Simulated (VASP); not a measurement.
# Zn (C2/m) in VASP: single point with PBEsol

Aim: the single point of Zn with PBEsol.

Program: VASP 6.6.1. These are calculated values, not measurements. Logs are shortened: lines on timing, memory, paths and dates and some standing lists are left out, and cuts for length are marked.

**1. The cell of the first run**

Symmetry: C2/m, No. 12, monoclinic system. The conventional cell has a = 4.189 Å, b = 2.671 Å, c = 7.426 Å, α = 90.00°, β = 98.97°, γ = 90.00°. Zn (site symmetry 2/m) has 12 Zn at 2.48 to 2.90 Å within 3.3 Å. Zn (site symmetry m) has 12 Zn at 2.48 to 2.90 Å within 3.3 Å.

**2. Single point, PBEsol (strained)**

Input file INCAR:

```
PREC = Accurate ; ENCUT = 520
EDIFF = 1E-6 ; ISMEAR = 0
SIGMA = 0.1 ; LREAL = False
LASPH = True ; NELM = 100
ALGO = Normal ; ISIF = 2
LWAVE = False ; LCHARG = False
GGA = PS ; NBANDS = 25
```

Input file KPOINTS:

```
Automatic mesh
0
Gamma
  18 18 6
```

Input file POSCAR:

```
Zn
1.0
    2.0937705690     -1.3356642852      0.0464067618
    2.0937705690      1.3356642852      0.0464067618
   -1.3199631059      0.0000000000      7.3075558920
Zn
3
Direct
    0.0000000000      0.0000000000      0.0000000000
    0.2149635140      0.2149635140      0.6672040431
    0.7850364860      0.7850364860      0.3327959569
```

Potentials or basis: VASP PAW PBE potentials, release 64 (Zn).

Run with:

```
$ cat potpaw_PBE.64/Zn/POTCAR > POTCAR
$ mpirun -np 1 vasp_std > vasp.out
```

OUTCAR:

```text
PREC = Accurate
   ENCUT = 520
   EDIFF = 1E-6
   ISMEAR = 0
   LREAL = False
   LASPH = True
   NELM = 100
   ISIF = 2
   GGA = PS

 ion  position               nearest neighbor table
   1  0.000  0.000  0.000-   2 2.76   3 2.76   3 2.90   3 2.90   2 2.90   2 2.90
   2  0.215  0.215  0.667-   1 2.76   3 2.83   3 2.87   3 2.87   1 2.90   1 2.90
   3  0.785  0.785  0.333-   1 2.76   2 2.83   2 2.87   2 2.87   1 2.90   1 2.90

  LATTYP: Found a base centered monoclinic cell.
 ALAT       =     4.1885695807
 B/A-ratio  =     0.6377663111
 C/A-ratio  =     1.7728752760
 COS(beta)  =    -0.1559038512

  Lattice vectors:

 A1 = (   2.0937705690,  -1.3356642852,   0.0464067618)
 A2 = (   2.0937705690,   1.3356642852,   0.0464067618)
 A3 = (  -1.3199631059,   0.0000000000,   7.3075558920)

Analysis of symmetry for initial positions (statically):
=====================================================================
 Subroutine PRICEL returns:
 Original cell was already a primitive cell.

 Routine SETGRP: Setting up the symmetry group for a
 base centered monoclinic supercell.

 Subroutine GETGRP returns: Found  4 space group operations
 (whereof  4 operations were pure point group operations)
 out of a pool of  4 trial point group operations.

The static configuration has the point symmetry C_2h.

Analysis of symmetry for dynamics (positions and initial velocities):
=====================================================================
 Subroutine PRICEL returns:
 Original cell was already a primitive cell.

 Routine SETGRP: Setting up the symmetry group for a
 base centered monoclinic supercell.

 Subroutine GETGRP returns: Found  4 space group operations
 (whereof  4 operations were pure point group operations)
 out of a pool of  4 trial point group operations.

The dynamic configuration has the point symmetry C_2h.

 Subroutine INISYM returns: Found  4 space group operations
 (whereof  4 operations are pure point group operations),
 and found     1 'primitive' translations

----------------------------------------------------------------------------------------

                                     Primitive cell

  volume of cell :      41.0359

  direct lattice vectors                    reciprocal lattice vectors
     2.093770569 -1.335664285  0.046406762     0.237851382 -0.374345564  0.042963072
     2.093770569  1.335664285  0.046406762     0.237851382  0.374345564  0.042963072
    -1.319963106  0.000000000  7.307555892    -0.003020959  0.000000000  0.136298984

  length of vectors
     2.483954079  2.483954079  7.425811452     0.445593656  0.445593656  0.136332459

  position of ions in fractional coordinates (direct lattice)
     0.000000000  0.000000000  0.000000000
     0.214963514  0.214963514  0.667204043
     0.785036486  0.785036486  0.332795957

  ion indices of the primitive-cell ions
   primitive index   ion index
                 1           1
                 2           2
                 3           3

----------------------------------------------------------------------------------------

 KPOINTS: Automatic mesh

Automatic generation of k-mesh.
 Grid dimensions read from file:
 generate k-points for:   18   18    6

 Generating k-lattice:

  Cartesian coordinates                     Fractional coordinates (reciprocal lattice)
     0.013213966 -0.020796976  0.002386837     0.055555556 -0.000000000  0.000000000
     0.013213966  0.020796976  0.002386837    -0.000000000  0.055555556  0.000000000
    -0.000503493  0.000000000  0.022716497     0.000000000  0.000000000  0.166666667

  Length of vectors
     0.024755203  0.024755203  0.022722076

  Shift w.r.t. Gamma in fractional coordinates (k-lattice)
     0.000000000  0.000000000  0.000000000

 Subroutine IBZKPT returns following result:
 ===========================================

 Found    524 irreducible k-points:

 Following reciprocal coordinates:
            Coordinates               Weight
  0.000000  0.000000  0.000000      1.000000
  0.055556 -0.000000  0.000000      4.000000
  0.111111 -0.000000  0.000000      4.000000
  0.166667  0.000000  0.000000      4.000000
  0.222222 -0.000000 -0.000000      4.000000
  0.277778  0.000000  0.000000      4.000000
[... 16 lines left out ...]
 -0.277778  0.055556  0.000000      4.000000
 -0.222222  0.055556 -0.000000      4.000000
 [... further k-points ...]
   k-points           NKPTS =    524   k-points in BZ     NKDIM =    524   number of bands    NBANDS=     25
   number of dos      NEDOS =    301   number of ions     NIONS =      3
   total plane-waves  NPLWV =  18144
   dimension x,y,z NGX =    18 NGY =   18 NGZ =   56
   dimension x,y,z NGXF=    36 NGYF=   36 NGZF=  112
   ions per type =               3
   NGX,Y,Z   is equivalent  to a cutoff of  12.05, 12.05, 12.54 a.u.
   NGXF,Y,Z  is equivalent  to a cutoff of  24.09, 24.09, 25.07 a.u.
 SYSTEM =  unknown system
   PREC   = accura    normal or accurate (medium, high low for compatibility)
   ISTART =      0    job   : 0-new  1-cont  2-samecut
   ICHARG =      2    charge: 1-file 2-atom 10-const
   ISPIN  =      1    spin polarized calculation?
   LNONCOLLINEAR =      F non collinear calculations
   LSORBIT =      F    spin-orbit coupling
   LASPH  =      T    aspherical Exc in radial PAW
   ENCUT  =  520.0 eV  38.22 Ry    6.18 a.u.   4.62  4.62 13.81*2*pi/ulx,y,z
   NELM   =    100;   NELMIN=  2; NELMDL= -5     # of ELM steps
   EDIFF  = 0.1E-05   stopping-criterion for ELM
   LREAL  =      F    real-space projection
   EDIFFG = 0.1E-04   stopping-criterion for IOM
   NSW    =      0    number of steps for IOM
   IBRION =     -1    ionic relax: 0-MD 1-quasi-New 2-CG
   NFREE  =      0    steps in history (QN), initial steepest desc. (CG)
   ISIF   =      2    stress and relaxation
   ISYM   =      2    0-nonsym 1-usesym 2-fastsym
   POTIM  = 0.5000    time-step for ionic-motion
   TEBEG  =    0.0;   TEEND  =   0.0 temperature during run
   PSTRESS=    0.0 pullay stress
   NELECT =      36.0000    total number of electrons
   NUPDOWN=      -1.0000    fix difference up-down
   EMIN   =  10.00;   EMAX   =-10.00  energy-range for DOS
   EFERMI =   0.00;   METHOD = LEGACY
   ISMEAR =     0;   SIGMA  =   0.10  broadening in eV -4-tet -1-fermi 0-gaus
   EFERMI_NEDOS =   21; number of points for ismear=-14 and -15
   IALGO  =     38    algorithm
   IMIX   =      4    mixing-type and parameters
     AMIX     =   0.40;   BMIX     =  1.00
     AMIX_MAG =   1.60;   BMIX_MAG =  1.00
  volume/ion in A,a.u.               =      13.68        92.31
  Fermi-wavevector in a.u.,A,eV,Ry     =   1.567188  2.961556 33.416969  2.456078
  Thomas-Fermi vector in A             =   2.669405
   LORBIT       =      0    0 simple, 1 ext, 2 COOP (PROOUT), +10 PAW based schemes
   GGA     = PS    functional components
   LHFCALC =     F    Hartree Fock is set to
   AEXX    =    0.0000 exact exchange contribution
   IVDW    =     0    specifies the selected vdW correction
   LEPSILON=     F    determine dielectric tensor
   LRPA    =     F    only Hartree local field effects (RPA)
 non-spin polarized calculation
 Gauss-broadening in eV      SIGMA  =   0.10
  energy-cutoff  :      520.00
  volume of cell :       41.04
 maximum number of plane-waves:      1128
   NGX =  9   NGY =  9   NGZ = 27

 number of electron      36.0000026 magnetization

 Free energy of the ion-electron system (eV)
  ---------------------------------------------------
  ext. energy  EPLUGINS =         0.00000000
  ---------------------------------------------------
  free energy    TOTEN  =        -4.58404477 eV

  energy without entropy =       -4.58049179  energy(sigma->0) =       -4.58226828

 E-fermi :   3.6108     XC(G=0): -12.2574

 val. band max:        3.6095155487   @ k =  -0.0556   0.5000   0.1667
 cond. band min:       3.6188668949   @ k =  -0.4444   0.3889   0.5000
 fundamental gap:      0.0093513461
 Fermi energy:         3.6108295900

 k-point     1 :       0.0000    0.0000    0.0000
  band No.  band energies     occupation
      1      -7.5824      2.00000
      2      -5.7452      2.00000
      3      -5.7381      2.00000
      4      -4.6072      2.00000
      5      -4.5217      2.00000
      6      -4.5176      2.00000
[... 17 lines left out ...]
     24      22.8714      0.00000
     25      22.9392      0.00000

 k-point     2 :       0.0556   -0.0000    0.0000
  band No.  band energies     occupation
      1      -7.4853      2.00000
      2      -5.6944      2.00000
      3      -5.6562      2.00000
      4      -4.5973      2.00000
      5      -4.5192      2.00000
      6      -4.5105      2.00000
[... 17 lines left out ...]
     24      21.5191      0.00000
     25      21.9994      0.00000

 k-point     3 :       0.1111   -0.0000    0.0000
  band No.  band energies     occupation
      1      -7.1979      2.00000
      2      -5.5241      2.00000
      3      -5.4602      2.00000
      4      -4.5793      2.00000
      5      -4.5111      2.00000
      6      -4.4965      2.00000
[... 17 lines left out ...]
     24      20.8528      0.00000
     25      20.9303      0.00000

 k-point     4 :       0.1667    0.0000    0.0000
  band No.  band energies     occupation
      1      -6.7360      2.00000
      2      -5.2887      2.00000
      3      -5.2161      2.00000
      4      -4.5644      2.00000
      5      -4.4978      2.00000
      6      -4.4807      2.00000
[... 17 lines left out ...]
     24      18.6143      0.00000
     25      20.0651      0.00000
[... 477 lines left out ...]
 k-point    22 :      -0.3333    0.0556    0.0000
  band No.  band energies     occupation
      1      -5.2055      2.00000
      2      -5.1119      2.00000
      3      -5.0548      2.00000
      4      -4.7725      2.00000
      5      -4.6793      2.00000
      6      -4.3784      2.00000
[... 17 lines left out ...]
     24      15.2546      0.00000
     25      15.8507      0.00000

 k-point    23 :      -0.2778    0.0556    0.0000
  band No.  band energies     occupation
      1      -5.3670      2.00000
      2      -5.0585      2.00000
      3      -4.9975      2.00000
      4      -4.6885      2.00000
      5      -4.5942      2.00000
      6      -4.4241      2.00000
[... 17 lines left out ...]
     24      16.1565      0.00000
     25      17.0159      0.00000

 k-point    24 :      -0.2222    0.0556   -0.0000
  band No.  band energies     occupation
      1      -5.8287      2.00000
      2      -5.0400      2.00000
      3      -4.9770      2.00000
      4      -4.5967      2.00000
      5      -4.5212      2.00000
      6      -4.4840      2.00000
[... 17 lines left out ...]
     24      16.7010      0.00000
     25      17.6747      0.00000

 [... further k-points ...]

------------------------ aborting loop because EDIFF is reached ----------------------------------------

  FORCE on cell =-STRESS in cart. coord.  units (eV):
  Direction    XX          YY          ZZ          XY          YZ          ZX
  --------------------------------------------------------------------------------------
  -------------------------------------------------------------------------------------
  Total        4.1883783      0.5618976      0.6494081      0.0000000      0.0000000     -0.3213454
  in kB      163.5282160     21.9383512     25.3550505      0.0000000      0.0000000    -12.5463931
  external PRESSURE =      70.2738726 kB  Pullay stress =       0.0000000 kB

 VOLUME and BASIS-vectors are now :
 -----------------------------------------------------------------------------
  energy-cutoff  :      520.00
  volume of cell :       41.04
      direct lattice vectors                 reciprocal lattice vectors
     2.093770569 -1.335664285  0.046406762     0.237851382 -0.374345564  0.042963072
     2.093770569  1.335664285  0.046406762     0.237851382  0.374345564  0.042963072
    -1.319963106  0.000000000  7.307555892    -0.003020959  0.000000000  0.136298984

 POSITION                                       TOTAL-FORCE (eV/Angst)
 -----------------------------------------------------------------------------------
      0.00000      0.00000      0.00000         0.000000      0.000000     -0.000000
      0.01948      0.00000      4.89558         0.080303      0.000000     -0.051170
      2.84809      0.00000      2.50479        -0.080303      0.000000      0.051170
 -----------------------------------------------------------------------------------
    total drift:                                0.000000     -0.000000      0.000000

  FREE ENERGIE OF THE ION-ELECTRON SYSTEM (eV)
  ---------------------------------------------------
  free  energy   TOTEN  =        -4.5840447705 eV

  energy  without entropy=       -4.5804917880  energy(sigma->0) =       -4.58226828
```

Wall time 4.2 min (1 thread of Intel Xeon Platinum 8488C (Sapphire Rapids), shared host); peak memory 0.47 GiB.

Results:

```
Free energy            : -4.5840 eV
Pressure               : 7.0 GPa
Largest force          : 0.095 eV/Å
Band gap on the k mesh : zero (band 18 reaches 5.60 eV, above the bottom of band 19 at 0.37 eV)
```

Forces on the atoms (eV/Å):
```
Zn   0.000  0.000  0.000
Zn   0.080  0.000 -0.051
Zn  -0.080  0.000  0.051
```

Stress tensor (GPa, compression positive):
```
16.35  0.00 -1.25
 0.00  2.19  0.00
-1.25  0.00  2.54
```

Caveat: the cell differs from its parent crystal (strained); the PAW data sets were made with another functional, which shifts forces and pressure a little.
